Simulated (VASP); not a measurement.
Set up this calculation in VASP 6.6.1, as the native input.

| Item | Value |
| --- | --- |
| Task | single point |
| Functional | PBE |
| Potentials or basis | VASP PAW PBE potentials, release 64 (Al) |
| Cutoff | 520 eV |
| k mesh | 5 × 4 × 1 |
| Occupations | gaussian, width 0.1 eV |
| Spin | no spin polarisation |
| Dipole correction | yes |
| Further INCAR settings | LREAL = Auto; ALGO = Normal; EDIFF = 1e-06; NBANDS = 40 |

The structure of Al lies in POSCAR:

```
Al
1.0
    5.7135165838      0.0000000000      0.0000000000
    0.0000000000      8.0801326416      0.0000000000
    0.0000000000      0.0000000000     19.7432786844
Al
17
Direct
    0.2500000000      0.2500000000      0.2026005946
    0.2500000000      0.7500000000      0.2026005946
    0.7500000000      0.2500000000      0.2026005946
    0.7500000000      0.7500000000      0.2026005946
    0.0000000000      0.0000000000      0.2749482107
    0.0000000000      0.5000000000      0.2749482107
    0.5000000000      0.0000000000      0.2749482107
    0.5000000000      0.5000000000      0.2749482107
    0.2500000000      0.2500000000      0.3495466410
    0.2500000000      0.7500000000      0.3495466410
    0.7500000000      0.2500000000      0.3495466410
    0.7500000000      0.7500000000      0.3495466410
    0.0000000000      0.0000000000      0.4175232906
    0.0000000000      0.5000000000      0.4175232906
    0.5000000000      0.0000000000      0.4175232906
    0.5000000000      0.5000000000      0.4175232906
    0.2500000000      0.0833333333      0.5266516411
```

These files were run (other wordings do the same):

INCAR

```
SYSTEM = Al
  PREC = Accurate
  ENCUT = 520
  EDIFF = 1E-6
  ISMEAR = 0
  SIGMA = 0.1
  LREAL = Auto
  LASPH = .True.
  NELM = 60
  ALGO = Normal
  ISIF = 2
  LWAVE = .False.
  LCHARG = .False.
  LDIPOL = .True.
  IDIPOL = 3
  DIPOL = 0.5 0.5 0.324
  GGA = PE
  NBANDS = 40
```

KPOINTS

```
regular mesh
0
Gamma
  5 4 1
  0 0 0
```

Potentials or basis: VASP PAW PBE potentials, release 64 (Al).

Launch:

```console
$ cat potpaw_PBE.64/Al/POTCAR > POTCAR
$ mpirun -np 1 vasp_std > vasp.out
```

Results of the run:

* Largest force: 0.377 eV/Å
* Band gap on the k mesh: zero (an odd number of electrons rules out a gap without spin polarisation)

Run time: 6.2 min on 1 thread of AMD EPYC 9R45 96-Core Processor (Zen 5), with other jobs on the host, peak memory 0.75 GiB.
